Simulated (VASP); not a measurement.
# Bi (Im-3m) in VASP: further runs

The runs below take Bi through single point, with PBE.

Program: VASP 6.6.1. These are calculated values, not measurements. Logs are shortened: lines on timing, memory, paths and dates and some standing lists are left out, and cuts for length are marked.

**1. The cell of the first run**

It takes space group Im-3m (No. 229, cubic). Conventional cell: a = 3.986 Å, b = 3.986 Å, c = 3.986 Å, α = 90.00°, β = 90.00°, γ = 90.00°. Bi (site symmetry m-3m) has 14 Bi at 3.45 to 3.99 Å within 4.5 Å.

This isn't the form of Bi at room conditions, which is rhombohedral.

**2. Single point, PBE**

INCAR

```
SYSTEM = Bi
PREC = Accurate ; ENCUT = 520
EDIFF = 1E-7 ; ISMEAR = -1
SIGMA = 0.1 ; LREAL = .FALSE.
LASPH = .TRUE. ; NELM = 80
ALGO = Normal ; ISIF = 2
LWAVE = .FALSE. ; LCHARG = .FALSE.
GGA = PE ; NBANDS = 14
```

KPOINTS

```
regular mesh
0
G
  18 18 18
  0 0 0
```

POSCAR

```
Bi
1.0
   -1.9928650614      1.9928650614      1.9928650614
    1.9928650614     -1.9928650614      1.9928650614
    1.9928650614      1.9928650614     -1.9928650614
Bi
1
Direct
    0.0000000000      0.0000000000      0.0000000000
```

Potentials or basis: VASP PAW PBE potentials, release 64 (Bi_d).

The run is started by

```sh
cat potpaw_PBE.64/Bi_d/POTCAR > POTCAR
mpirun -np 1 vasp_std > vasp.out
```

OUTCAR:

```text
SYSTEM = Bi
   PREC = Accurate
   ENCUT = 520
   EDIFF = 1E-7
   ISMEAR = -1
   LREAL = .FALSE.
   LASPH = .TRUE.
   NELM = 80
   ISIF = 2
   GGA = PE

 ion  position               nearest neighbor table
   1  0.000  0.000  0.000-

  LATTYP: Found a body centered cubic cell.
 ALAT       =     3.9857301228

  Lattice vectors:

 A1 = (  -1.9928650614,   1.9928650614,   1.9928650614)
 A2 = (   1.9928650614,  -1.9928650614,   1.9928650614)
 A3 = (   1.9928650614,   1.9928650614,  -1.9928650614)

Analysis of symmetry for initial positions (statically):
=====================================================================
 Subroutine PRICEL returns:
 Original cell was already a primitive cell.

 Routine SETGRP: Setting up the symmetry group for a
 body centered cubic supercell.

 Subroutine GETGRP returns: Found 48 space group operations
 (whereof 48 operations were pure point group operations)
 out of a pool of 48 trial point group operations.

The static configuration has the point symmetry O_h .

Analysis of symmetry for dynamics (positions and initial velocities):
=====================================================================
 Subroutine PRICEL returns:
 Original cell was already a primitive cell.

 Routine SETGRP: Setting up the symmetry group for a
 body centered cubic supercell.

 Subroutine GETGRP returns: Found 48 space group operations
 (whereof 48 operations were pure point group operations)
 out of a pool of 48 trial point group operations.

The dynamic configuration has the point symmetry O_h .

 Subroutine INISYM returns: Found 48 space group operations
 (whereof 48 operations are pure point group operations),
 and found     1 'primitive' translations

----------------------------------------------------------------------------------------

                                     Primitive cell

  volume of cell :      31.6587

  direct lattice vectors                    reciprocal lattice vectors
    -1.992865061  1.992865061  1.992865061     0.000000000  0.250895060  0.250895060
     1.992865061 -1.992865061  1.992865061     0.250895060  0.000000000  0.250895060
     1.992865061  1.992865061 -1.992865061     0.250895060  0.250895060  0.000000000

  length of vectors
     3.451743539  3.451743539  3.451743539     0.354819197  0.354819197  0.354819197

  position of ions in fractional coordinates (direct lattice)
     0.000000000  0.000000000  0.000000000

  ion indices of the primitive-cell ions
   primitive index   ion index
                 1           1

----------------------------------------------------------------------------------------

 KPOINTS: regular mesh

Automatic generation of k-mesh.
 Grid dimensions read from file:
 generate k-points for:   18   18   18

 Generating k-lattice:

  Cartesian coordinates                     Fractional coordinates (reciprocal lattice)
     0.000000000  0.013938614  0.013938614     0.055555556  0.000000000  0.000000000
     0.013938614  0.000000000  0.013938614     0.000000000  0.055555556  0.000000000
     0.013938614  0.013938614  0.000000000     0.000000000  0.000000000  0.055555556

  Length of vectors
     0.019712178  0.019712178  0.019712178

  Shift w.r.t. Gamma in fractional coordinates (k-lattice)
     0.000000000  0.000000000  0.000000000

 Subroutine IBZKPT returns following result:
 ===========================================

 Found    195 irreducible k-points:

 Following reciprocal coordinates:
            Coordinates               Weight
  0.000000  0.000000  0.000000      1.000000
  0.055556  0.000000  0.000000     12.000000
  0.111111  0.000000  0.000000     12.000000
  0.166667  0.000000  0.000000     12.000000
  0.222222  0.000000  0.000000     12.000000
  0.277778  0.000000  0.000000     12.000000
[... 16 lines left out ...]
  0.333333  0.111111  0.000000     48.000000
  0.388889  0.111111  0.000000     48.000000
 [... further k-points ...]
   k-points           NKPTS =    195   k-points in BZ     NKDIM =    195   number of bands    NBANDS=     14
   number of dos      NEDOS =    301   number of ions     NIONS =      1
   total plane-waves  NPLWV =  21952
   dimension x,y,z NGX =    28 NGY =   28 NGZ =   28
   dimension x,y,z NGXF=    56 NGYF=   56 NGZF=   56
   ions per type =               1
   NGX,Y,Z   is equivalent  to a cutoff of  13.49, 13.49, 13.49 a.u.
   NGXF,Y,Z  is equivalent  to a cutoff of  26.97, 26.97, 26.97 a.u.
 SYSTEM =  Bi
   PREC   = accura    normal or accurate (medium, high low for compatibility)
   ISTART =      0    job   : 0-new  1-cont  2-samecut
   ICHARG =      2    charge: 1-file 2-atom 10-const
   ISPIN  =      1    spin polarized calculation?
   LNONCOLLINEAR =      F non collinear calculations
   LSORBIT =      F    spin-orbit coupling
   LASPH  =      T    aspherical Exc in radial PAW
   ENCUT  =  520.0 eV  38.22 Ry    6.18 a.u.   6.42  6.42  6.42*2*pi/ulx,y,z
   NELM   =     80;   NELMIN=  2; NELMDL= -5     # of ELM steps
   EDIFF  = 0.1E-06   stopping-criterion for ELM
   LREAL  =      F    real-space projection
   EDIFFG = 0.1E-05   stopping-criterion for IOM
   NSW    =      0    number of steps for IOM
   IBRION =     -1    ionic relax: 0-MD 1-quasi-New 2-CG
   NFREE  =      0    steps in history (QN), initial steepest desc. (CG)
   ISIF   =      2    stress and relaxation
   ISYM   =      2    0-nonsym 1-usesym 2-fastsym
   POTIM  = 0.5000    time-step for ionic-motion
   TEBEG  =    0.0;   TEEND  =   0.0 temperature during run
   PSTRESS=    0.0 pullay stress
   NELECT =      15.0000    total number of electrons
   NUPDOWN=      -1.0000    fix difference up-down
   EMIN   =  10.00;   EMAX   =-10.00  energy-range for DOS
   EFERMI =   0.00;   METHOD = LEGACY
   ISMEAR =    -1;   SIGMA  =   0.10  broadening in eV -4-tet -1-fermi 0-gaus
   EFERMI_NEDOS =   21; number of points for ismear=-14 and -15
   IALGO  =     38    algorithm
   IMIX   =      4    mixing-type and parameters
     AMIX     =   0.40;   BMIX     =  1.00
     AMIX_MAG =   1.60;   BMIX_MAG =  1.00
  volume/ion in A,a.u.               =      31.66       213.64
  Fermi-wavevector in a.u.,A,eV,Ry     =   1.276265  2.411790 22.161865  1.628851
  Thomas-Fermi vector in A             =   2.408930
   LORBIT       =      0    0 simple, 1 ext, 2 COOP (PROOUT), +10 PAW based schemes
   GGA     = PE    functional components
   LHFCALC =     F    Hartree Fock is set to
   AEXX    =    0.0000 exact exchange contribution
   IVDW    =     0    specifies the selected vdW correction
   LEPSILON=     F    determine dielectric tensor
   LRPA    =     F    only Hartree local field effects (RPA)
 non-spin polarized calculation
  energy-cutoff  :      520.00
  volume of cell :       31.66
 maximum number of plane-waves:       887
 NGX is ok and might be reduce to    28
   NGX = 13   NGY = 13   NGZ = 13

 number of electron      14.9999999 magnetization

 Free energy of the ion-electron system (eV)
  ---------------------------------------------------
  ext. energy  EPLUGINS =         0.00000000
  ---------------------------------------------------
  free energy    TOTEN  =        -3.76632681 eV

  energy without entropy =       -3.74226290  energy(sigma->0) =       -3.75429485

 E-fermi :   7.7039     XC(G=0): -10.2109

 val. band max:        7.6927624965   @ k =  -0.2222   0.2222   0.1111
 cond. band min:       7.7075461883   @ k =   0.1111   0.1111   0.0556
 fundamental gap:      0.0147836918
 Fermi energy:         7.7039056872

 k-point     1 :       0.0000    0.0000    0.0000
  band No.  band energies     occupation
      1     -15.3205      2.00000
      2     -15.3205      2.00000
      3     -15.3205      2.00000
      4     -15.1990      2.00000
      5     -15.1990      2.00000
      6      -5.6980      2.00000
      7      12.7014      0.00000
      8      12.7014      0.00000
      9      12.7014      0.00000
     10      16.6144      0.00000
     11      18.1758      0.00000
     12      18.1758      0.00000
     13      18.1758      0.00000
     14      19.2771      0.00000

 k-point     2 :       0.0556    0.0000    0.0000
  band No.  band energies     occupation
      1     -15.3216      2.00000
      2     -15.3185      2.00000
      3     -15.3146      2.00000
      4     -15.2003      2.00000
      5     -15.1992      2.00000
      6      -5.6428      2.00000
      7      12.0666      0.00000
      8      12.5274      0.00000
      9      12.6527      0.00000
     10      17.0244      0.00000
     11      17.6074      0.00000
     12      17.8059      0.00000
     13      18.0683      0.00000
     14      19.5244      0.00000

 k-point     3 :       0.1111    0.0000    0.0000
  band No.  band energies     occupation
      1     -15.3248      2.00000
      2     -15.3130      2.00000
      3     -15.2976      2.00000
      4     -15.2040      2.00000
      5     -15.1998      2.00000
      6      -5.4783      2.00000
      7      10.7250      0.00000
      8      12.0795      0.00000
      9      12.5100      0.00000
     10      16.4571      0.00000
     11      17.2320      0.00000
     12      17.9112      0.00000
     13      18.2154      0.00000
     14      20.1925      0.00000
[... 324 lines left out ...]
 k-point    23 :       0.3333    0.1111    0.0000
  band No.  band energies     occupation
      1     -15.3434      2.00000
      2     -15.2881      2.00000
      3     -15.2129      2.00000
      4     -15.2077      2.00000
      5     -15.1493      2.00000
      6      -3.2215      2.00000
      7       3.9307      2.00000
      8       8.4829      0.00083
      9      10.6815      0.00000
     10      14.6988      0.00000
     11      16.7335      0.00000
     12      18.5219      0.00000
     13      21.2653      0.00000
     14      24.1682      0.00000

 k-point    24 :       0.3889    0.1111    0.0000
  band No.  band energies     occupation
      1     -15.3461      2.00000
      2     -15.2888      2.00000
      3     -15.2101      2.00000
      4     -15.2072      2.00000
      5     -15.1350      2.00000
      6      -2.8154      2.00000
      7       3.2049      2.00000
      8       8.2468      0.00874
      9      10.5470      0.00000
     10      14.5487      0.00000
     11      16.6628      0.00000
     12      19.0682      0.00000
     13      20.8803      0.00000
     14      24.4834      0.00000

 [... further k-points ...]

------------------------ aborting loop because EDIFF is reached ----------------------------------------

  FORCE on cell =-STRESS in cart. coord.  units (eV):
  Direction    XX          YY          ZZ          XY          YZ          ZX
  --------------------------------------------------------------------------------------
  -------------------------------------------------------------------------------------
  Total       -0.0142974     -0.0142974     -0.0142974     -0.0000000      0.0000000     -0.0000000
  in kB       -0.7235570     -0.7235570     -0.7235570     -0.0000000      0.0000000     -0.0000000
  external PRESSURE =      -0.7235570 kB  Pullay stress =       0.0000000 kB

 VOLUME and BASIS-vectors are now :
 -----------------------------------------------------------------------------
  energy-cutoff  :      520.00
  volume of cell :       31.66
      direct lattice vectors                 reciprocal lattice vectors
    -1.992865061  1.992865061  1.992865061     0.000000000  0.250895060  0.250895060
     1.992865061 -1.992865061  1.992865061     0.250895060  0.000000000  0.250895060
     1.992865061  1.992865061 -1.992865061     0.250895060  0.250895060  0.000000000

 POSITION                                       TOTAL-FORCE (eV/Angst)
 -----------------------------------------------------------------------------------
      0.00000      0.00000      0.00000        -0.000000      0.000000      0.000000
 -----------------------------------------------------------------------------------
    total drift:                               -0.000000     -0.000000     -0.000000

  FREE ENERGIE OF THE ION-ELECTRON SYSTEM (eV)
  ---------------------------------------------------
  free  energy   TOTEN  =        -3.7663268065 eV

  energy  without entropy=       -3.7422629010  energy(sigma->0) =       -3.75429485
```

It took 1.9 min on 1 thread of Intel Xeon 8259CL, shared host; peak memory 0.21 GiB.

What came out:

```
Free energy            : -3.7663 eV
Pressure               : -0.1 GPa
Band gap on the k mesh : zero (an odd number of electrons rules out a gap without spin polarisation)
```

Caveat: spin-orbit coupling is left out, which moves the levels of the heavy elements.

**3. Single point, PBE (31.66 Å³/atom)**

INCAR

```
PREC = Accurate
ENCUT = 520
EDIFF = 1E-6
ISMEAR = -1
SIGMA = 0.1
LREAL = False
LASPH = True
NELM = 100
ALGO = Normal
ISIF = 2
LWAVE = False
LCHARG = False
GGA = PE
NBANDS = 14
```

KPOINTS

```
regular mesh
0
Gamma
  18 18 18
```

POSCAR is that of step 2.

Potentials or basis: VASP PAW PBE potentials, release 64 (Bi_d).

The run is started by

```sh
cat potpaw_PBE.64/Bi_d/POTCAR > POTCAR
mpirun -np 1 vasp_std > vasp.out
```

Wall time 1.7 min (1 thread of Intel Xeon 8259CL, shared host); peak memory 0.21 GiB.

Results (log left out):

```yaml
Free_energy: -3.7663 eV
Pressure: -0.1 GPa
Band_gap_on_the_k_mesh: zero (an odd number of electrons rules out a gap without spin polarisation)
```

Levels at points of the mesh, in eV from the Fermi level:
| k point | band 5 | band 6 | band 7 | band 8 | band 9 | band 10 |
| --- | --- | --- | --- | --- | --- | --- |
| (0.00, 0.00, 0.00) | -22.90 | -13.40 | 5.00 | 5.00 | 5.00 | 8.91 |
| (0.50, 0.00, 0.00) | -22.82 | -10.45 | -4.97 | 1.54 | 3.41 | 5.91 |
| (0.50, 0.50, 0.50) | -22.84 | -8.42 | -1.76 | -1.76 | -1.76 | 3.55 |

Caveat: spin-orbit coupling is left out, which moves the levels of the heavy elements.
